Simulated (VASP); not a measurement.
## Lu3F2: single point with PBE

The system is Lu3F2.

```xyz
5
Lattice="5.2700 0.0000 0.0000 -2.6350 4.5639 0.0000 0.0000 0.0000 3.9347" Properties=species:S:1:pos:R:3 pbc="T T T"
Lu    2.6350    0.0000    1.9674
Lu   -1.3175    2.2820    1.9674
Lu    1.3175    2.2820    1.9674
F     0.0000    0.0000    3.3868
F     0.0000    0.0000    0.5480
```

The cell was generated, and may not be a known phase.

```yaml
Program: VASP 6.6.1
Task: single point
Functional: PBE
Potentials_or_basis: VASP PAW PBE potentials, release 64 (Lu, F)
Cutoff: 520 eV
k_mesh: 6 × 6 × 4
Occupations: gaussian, width 0.1 eV
Spin: no spin polarisation
```

```yaml
Pressure: 45.9 GPa
Largest_force: 37.488 eV/Å
Band_gap_on_the_k_mesh: zero (an odd number of electrons rules out a gap without spin polarisation)
```

Forces on the atoms (eV/Å):
```
Lu    0.000   0.000   0.000
Lu    0.000   0.000   0.000
Lu    0.000   0.000   0.000
F     0.000   0.000 -37.488
F     0.000   0.000  37.488
```

Stress tensor (GPa, compression positive):
```
34.52  0.00  0.00
 0.00 34.52  0.00
 0.00  0.00 68.57
```

Levels at points of the mesh, in eV from the Fermi level:
```
           k point  band 43  band 44  band 45  band 46  band 47  band 48
(0.00, 0.00, 0.00)    -1.25    -1.25    -0.83    -0.62     1.72     1.72
(0.50, 0.00, 0.00)    -0.46     0.17     0.57     0.69     1.26     2.25
(0.00, 0.00, 0.50)    -2.22    -0.89    -0.89    -0.68     0.35     0.35
(0.50, 0.00, 0.50)    -0.51    -0.25    -0.15     0.61     1.58     2.42
```

It took 2.9 min on 1 thread of Intel(R) Xeon(R) Platinum 8488C (Sapphire Rapids), on a shared host, peak memory 0.25 GiB.

Caveat: the k points lie up to 0.40 Å⁻¹ apart, too coarse for converged energies and pressures of a metal; the standard files for N, O and F lose accuracy on very short bonds; spin-orbit coupling is left out, which moves the levels of the heavy elements; an odd number of electrons without spin polarisation forces a metal; a magnetic or distorted state may lie lower.
